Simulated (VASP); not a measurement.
# Lu (Fm-3m) in VASP: relaxation of cell and atoms with LDA

Aim: the relaxation of cell and atoms of Lu with LDA.

Program: VASP 6.6.1. These are calculated values, not measurements. Logs are shortened: lines on timing, memory, paths and dates and some standing lists are left out, and cuts for length are marked.

### Step 1. The cell of the first run

The structure is cubic, space group Fm-3m (No. 225). Conventional cell: a = 4.900 Å, b = 4.900 Å, c = 4.900 Å, α = 90.00°, β = 90.00°, γ = 90.00°. Within 4.6 Å of Lu (site symmetry m-3m) lie 12 Lu at 3.46 Å.

This isn't the form of Lu at room conditions, which is hcp.

### Step 2. Relaxation of cell and atoms, LDA

Contents of INCAR:

```
  PREC = Accurate
  ENCUT = 600
  EDIFF = 1E-7
  ISMEAR = 1
  SIGMA = 0.1
  LREAL = False
  LASPH = True
  NELM = 120
  ALGO = Normal
  ISIF = 3
  LWAVE = False
  LCHARG = False
  GGA = CA
  IBRION = 2
  NSW = 80
  EDIFFG = -0.02
  GGA_COMPAT = False
  NELMIN = 4
```

Contents of KPOINTS:

```
Automatic mesh
0
Gamma
  8 8 8
```

Contents of POSCAR:

```
Lu
1.0
    0.0000000000      2.4500000000      2.4500000000
    2.4500000000      0.0000000000      2.4500000000
    2.4500000000      2.4500000000      0.0000000000
Lu
1
Direct
    0.0000000000      0.0000000000      0.0000000000
```

Potentials or basis: VASP PAW PBE potentials, release 64 (Lu).

Launch:

```bash
> cat potpaw_PBE.64/Lu/POTCAR > POTCAR
> mpirun -np 1 vasp_std > vasp.out
```

OUTCAR:

```text
PREC = Accurate
   ENCUT = 600
   EDIFF = 1E-7
   ISMEAR = 1
   LREAL = False
   LASPH = True
   NELM = 120
   ISIF = 3
   GGA = CA
   IBRION = 2
   NSW = 80
   EDIFFG = -0.02
   NELMIN = 4

 ion  position               nearest neighbor table
   1  0.000  0.000  0.000-

  LATTYP: Found a face centered cubic cell.
 ALAT       =     4.9000000000

  Lattice vectors:

 A1 = (   0.0000000000,   2.4500000000,   2.4500000000)
 A2 = (   2.4500000000,   0.0000000000,   2.4500000000)
 A3 = (   2.4500000000,   2.4500000000,   0.0000000000)

Analysis of symmetry for initial positions (statically):
=====================================================================
 Subroutine PRICEL returns:
 Original cell was already a primitive cell.

 Routine SETGRP: Setting up the symmetry group for a
 face centered cubic supercell.

 Subroutine GETGRP returns: Found 48 space group operations
 (whereof 48 operations were pure point group operations)
 out of a pool of 48 trial point group operations.

The static configuration has the point symmetry O_h .

Analysis of symmetry for dynamics (positions and initial velocities):
=====================================================================
 Subroutine PRICEL returns:
 Original cell was already a primitive cell.

 Routine SETGRP: Setting up the symmetry group for a
 face centered cubic supercell.

 Subroutine GETGRP returns: Found 48 space group operations
 (whereof 48 operations were pure point group operations)
 out of a pool of 48 trial point group operations.

The dynamic configuration has the point symmetry O_h .

 Subroutine INISYM returns: Found 48 space group operations
 (whereof 48 operations are pure point group operations),
 and found     1 'primitive' translations

----------------------------------------------------------------------------------------

                                     Primitive cell

  volume of cell :      29.4123

  direct lattice vectors                    reciprocal lattice vectors
     0.000000000  2.450000000  2.450000000    -0.204081633  0.204081633  0.204081633
     2.450000000  0.000000000  2.450000000     0.204081633 -0.204081633  0.204081633
     2.450000000  2.450000000  0.000000000     0.204081633  0.204081633 -0.204081633

  length of vectors
     3.464823228  3.464823228  3.464823228     0.353479757  0.353479757  0.353479757

  position of ions in fractional coordinates (direct lattice)
     0.000000000  0.000000000  0.000000000

  ion indices of the primitive-cell ions
   primitive index   ion index
                 1           1

----------------------------------------------------------------------------------------

 KPOINTS: Automatic mesh

Automatic generation of k-mesh.
 Grid dimensions read from file:
 generate k-points for:    8    8    8

 Generating k-lattice:

  Cartesian coordinates                     Fractional coordinates (reciprocal lattice)
    -0.025510204  0.025510204  0.025510204     0.125000000  0.000000000  0.000000000
     0.025510204 -0.025510204  0.025510204     0.000000000  0.125000000  0.000000000
     0.025510204  0.025510204 -0.025510204     0.000000000  0.000000000  0.125000000

  Length of vectors
     0.044184970  0.044184970  0.044184970

  Shift w.r.t. Gamma in fractional coordinates (k-lattice)
     0.000000000  0.000000000  0.000000000

 Subroutine IBZKPT returns following result:
 ===========================================

 Found     29 irreducible k-points:

 Following reciprocal coordinates:
            Coordinates               Weight
  0.000000  0.000000  0.000000      1.000000
  0.125000  0.000000  0.000000      8.000000
  0.250000  0.000000  0.000000      8.000000
  0.375000  0.000000  0.000000      8.000000
  0.500000  0.000000  0.000000      4.000000
  0.125000  0.125000  0.000000      6.000000
[... 16 lines left out ...]
  0.500000  0.250000  0.125000     48.000000
 -0.375000  0.250000  0.125000     24.000000
 [... further k-points ...]
   k-points           NKPTS =     29   k-points in BZ     NKDIM =     29   number of bands    NBANDS=     16
   number of dos      NEDOS =    301   number of ions     NIONS =      1
   total plane-waves  NPLWV =  21952
   dimension x,y,z NGX =    28 NGY =   28 NGZ =   28
   dimension x,y,z NGXF=    56 NGYF=   56 NGZF=   56
   ions per type =               1
   NGX,Y,Z   is equivalent  to a cutoff of  13.43, 13.43, 13.43 a.u.
   NGXF,Y,Z  is equivalent  to a cutoff of  26.87, 26.87, 26.87 a.u.
 SYSTEM =  unknown system
   PREC   = accura    normal or accurate (medium, high low for compatibility)
   ISTART =      0    job   : 0-new  1-cont  2-samecut
   ICHARG =      2    charge: 1-file 2-atom 10-const
   ISPIN  =      1    spin polarized calculation?
   LNONCOLLINEAR =      F non collinear calculations
   LSORBIT =      F    spin-orbit coupling
   LASPH  =      T    aspherical Exc in radial PAW
   ENCUT  =  600.0 eV  44.10 Ry    6.64 a.u.   6.92  6.92  6.92*2*pi/ulx,y,z
   NELM   =    120;   NELMIN=  4; NELMDL= -5     # of ELM steps
   EDIFF  = 0.1E-06   stopping-criterion for ELM
   LREAL  =      F    real-space projection
   EDIFFG = -.2E-01   stopping-criterion for IOM
   NSW    =     80    number of steps for IOM
   IBRION =      2    ionic relax: 0-MD 1-quasi-New 2-CG
   NFREE  =      1    steps in history (QN), initial steepest desc. (CG)
   ISIF   =      3    stress and relaxation
   ISYM   =      2    0-nonsym 1-usesym 2-fastsym
   POTIM  = 0.5000    time-step for ionic-motion
   TEBEG  =    0.0;   TEEND  =   0.0 temperature during run
   PSTRESS=    0.0 pullay stress
   NELECT =      25.0000    total number of electrons
   NUPDOWN=      -1.0000    fix difference up-down
   EMIN   =  10.00;   EMAX   =-10.00  energy-range for DOS
   EFERMI =   0.00;   METHOD = LEGACY
   ISMEAR =     1;   SIGMA  =   0.10  broadening in eV -4-tet -1-fermi 0-gaus
   EFERMI_NEDOS =   21; number of points for ismear=-14 and -15
   IALGO  =     38    algorithm
   IMIX   =      4    mixing-type and parameters
     AMIX     =   0.40;   BMIX     =  1.00
     AMIX_MAG =   1.60;   BMIX_MAG =  1.00
  volume/ion in A,a.u.               =      29.41       198.48
  Fermi-wavevector in a.u.,A,eV,Ry     =   1.550763  2.930517 32.720185  2.404866
  Thomas-Fermi vector in A             =   2.655380
   LORBIT       =      0    0 simple, 1 ext, 2 COOP (PROOUT), +10 PAW based schemes
   GGA     = CA    functional components
   LHFCALC =     F    Hartree Fock is set to
   AEXX    =    0.0000 exact exchange contribution
   IVDW    =     0    specifies the selected vdW correction
   LEPSILON=     F    determine dielectric tensor
   LRPA    =     F    only Hartree local field effects (RPA)
 conjugate gradient relaxation of ions
 non-spin polarized calculation
 Methfessel and Paxton  Order N= 1 SIGMA  =   0.10
  energy-cutoff  :      600.00
  volume of cell :       29.41
 maximum number of plane-waves:       995
   NGX = 13   NGY = 13   NGZ = 13

--------------------------------------- Ionic step        1  -------------------------------------------

 number of electron      25.0000000 magnetization

 Free energy of the ion-electron system (eV)
  ---------------------------------------------------
  ext. energy  EPLUGINS =         0.00000000
  ---------------------------------------------------
  free energy    TOTEN  =        -5.10271738 eV

  energy without entropy =       -5.10332626  energy(sigma->0) =       -5.10292034

------------------------ aborting loop because EDIFF is reached ----------------------------------------

  FORCE on cell =-STRESS in cart. coord.  units (eV):
  Direction    XX          YY          ZZ          XY          YZ          ZX
  --------------------------------------------------------------------------------------
  -------------------------------------------------------------------------------------
  Total       -1.1230874     -1.1230874     -1.1230874      0.0000000      0.0000000     -0.0000000
  in kB      -61.1780887    -61.1780887    -61.1780887      0.0000000      0.0000000     -0.0000000
  external PRESSURE =     -61.1780887 kB  Pullay stress =       0.0000000 kB
[... 20 lines left out ...]
  energy  without entropy=       -5.1033262647  energy(sigma->0) =       -5.10292034

--------------------------------------- Ionic step        2  -------------------------------------------

 number of electron      25.0000006 magnetization

 E-fermi :   2.6265     XC(G=0): -11.7817

 val. band max:        2.4292193640   @ k =  -0.3750   0.2500   0.1250
 cond. band min:       2.6736570311   @ k =   0.5000   0.2500   0.1250
 fundamental gap:      0.2444376670
 Fermi energy:         2.6264781334

 k-point     1 :       0.0000    0.0000    0.0000
  band No.  band energies     occupation
      1     -53.0329      2.00000
      2     -23.5092      2.00000
      3     -23.5092      2.00000
      4     -23.5092      2.00000
      5      -3.8109      2.00000
      6      -2.2927      2.00000
[... 8 lines left out ...]
     15       4.8874      0.00000
     16       7.7066      0.00000
[... 469 lines left out ...]
  energy  without entropy=       -5.1768271597  energy(sigma->0) =       -5.17737946

--------------------------------------- Ionic step        3  -------------------------------------------

 number of electron      25.0000004 magnetization

 Free energy of the ion-electron system (eV)
  ---------------------------------------------------
  ext. energy  EPLUGINS =         0.00000000
  ---------------------------------------------------
  free energy    TOTEN  =        -5.18187595 eV

  energy without entropy =       -5.18097231  energy(sigma->0) =       -5.18157474

 E-fermi :   2.5073     XC(G=0): -11.6295

 val. band max:        2.3033695898   @ k =  -0.3750   0.2500   0.1250
 cond. band min:       2.5547292439   @ k =   0.5000   0.2500   0.1250
 fundamental gap:      0.2513596541
 Fermi energy:         2.5072505522

 k-point     1 :       0.0000    0.0000    0.0000
  band No.  band energies     occupation
      1     -53.1989      2.00000
      2     -23.7050      2.00000
      3     -23.7050      2.00000
      4     -23.7050      2.00000
      5      -3.8627      2.00000
      6      -2.4395      2.00000
[... 8 lines left out ...]
     15       4.7443      0.00000
     16       7.4714      0.00000
[... 465 lines left out ...]
  FREE ENERGIE OF THE ION-ELECTRON SYSTEM (eV)
  ---------------------------------------------------
  free  energy   TOTEN  =        -5.1818759489 eV

  energy  without entropy=       -5.1809723131  energy(sigma->0) =       -5.18157474

 reached required accuracy - stopping structural energy minimisation
```

Run time: 50 s. Hardware: 1 thread of Intel Xeon Platinum 8488C (Sapphire Rapids), shared host; peak memory 0.16 GiB.

Results:

- Free energy: -5.1819 eV
- Relaxed volume: 25.61 Å³/atom
- Relaxed cell: a = 3.309 Å, b = 3.309 Å, c = 3.309 Å, α = 60.00°, β = 60.00°, γ = 60.00°
- Space group after relaxing (to 0.1 Å): Fm-3m (No. 225)
- Energy gained by relaxing: 79.2 meV/atom
- Ionic steps: 3
- Pressure after relaxing: 0.0 GPa
- Band gap on the k mesh: zero (an odd number of electrons rules out a gap without spin polarisation)

The path:
```
step  energy change (eV)  largest force (eV/Å)  pressure (GPa)  volume (Å³)
   1              0.0000                0.0000           -6.12        29.41
   2             -0.0749                0.0000            1.62        24.89
   3             -0.0792                0.0000           -0.02        25.61
```

Final structure:
```
CELL_PARAMETERS angstrom
0.00000 2.33948 2.33948
2.33948 0.00000 2.33948
2.33948 2.33948 0.00000
ATOMIC_POSITIONS crystal
Lu 0.00000 0.00000 0.00000
```

Caveat: the PAW data sets were made with another functional, which shifts forces and pressure a little; spin-orbit coupling is left out, which moves the levels of the heavy elements.
